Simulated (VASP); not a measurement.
Wanted: the native input for a VASP 6.6.1 run.

```
Task                   : single point
Functional             : r2SCAN
Potentials or basis    : VASP PAW PBE potentials, release 64 (Al, O)
Cutoff                 : 520 eV
k mesh                 : 12 × 12 × 4
Occupations            : gaussian, width 0.05 eV
Spin                   : no spin polarisation
Dipole correction      : no
Further INCAR settings : ALGO = Normal; EDIFF = 1e-07; NBANDS = 20
```

Al2O3:

```
CELL_PARAMETERS angstrom
2.92759 0.00000 0.00000
-1.46379 2.53537 0.00000
0.00000 0.00000 9.61686
ATOMIC_POSITIONS crystal
Al 0.00000 0.00000 0.14999
Al 0.00000 0.00000 0.85001
O 0.33333 0.66667 0.22232
O 0.66667 0.33333 0.00000
O 0.33333 0.66667 0.77768
```

This cell differs from its parent crystal: strain +0.015 along x and y, +0.030 along z.

One way to write it, as run:

POSCAR

```
Al2O3
1.0
    2.9275898225      0.0000000000      0.0000000000
   -1.4637949113      2.5353671582      0.0000000000
    0.0000000000      0.0000000000      9.6168570938
Al O
2 3
Direct
    0.0000000000      0.0000000000      0.1499923300
    0.0000000000      0.0000000000      0.8500076700
    0.3333333333      0.6666666667      0.2223169200
    0.6666666667      0.3333333333      0.0000000000
    0.3333333333      0.6666666667      0.7776830800
```

INCAR.step1

```
SYSTEM = Al2O3
PREC = Accurate
ENCUT = 520
ISMEAR = 0
SIGMA = 0.05
LREAL = .FALSE.
LASPH = .TRUE.
NELM = 100
NBANDS = 20
GGA = PE
ALGO = Normal
EDIFF = 1E-4
LWAVE = .TRUE.
LCHARG = .FALSE.
```

INCAR.step2

```
SYSTEM = Al2O3
PREC = Accurate
ENCUT = 520
EDIFF = 1E-7
ISMEAR = 0
SIGMA = 0.05
LREAL = .FALSE.
LASPH = .TRUE.
NELM = 100
ALGO = Normal
ISIF = 2
LWAVE = .FALSE.
LCHARG = .FALSE.
METAGGA = R2SCAN
LMIXTAU = .TRUE.
NBANDS = 20
ISTART = 1
```

KPOINTS

```
regular mesh
0
G
  12 12 4
  0 0 0
```

Potentials or basis: VASP PAW PBE potentials, release 64 (Al, O).

Run with:

```sh
$ cat potpaw_PBE.64/Al/POTCAR potpaw_PBE.64/O/POTCAR > POTCAR
$ cp INCAR.step1 INCAR
$ mpirun -np 1 vasp_std > vasp.out
$ cp INCAR.step2 INCAR
$ mpirun -np 1 vasp_std > vasp.out
```

Results of the run:

```yaml
Pressure: -11.4 GPa
Largest_force: 1.121 eV/Å
Band_gap_on_the_k_mesh: 5.20 eV (least direct gap 5.40 eV)
```

Caveat: the cell differs from its parent crystal (strain +0.015 along x and y, +0.030 along z); the cell stands under tension; the PAW data sets were made with another functional, which shifts forces and pressure a little.

Wall time 6.8 min on 1 thread of AMD EPYC 7R13, on a shared host, peak memory 0.21 GiB.
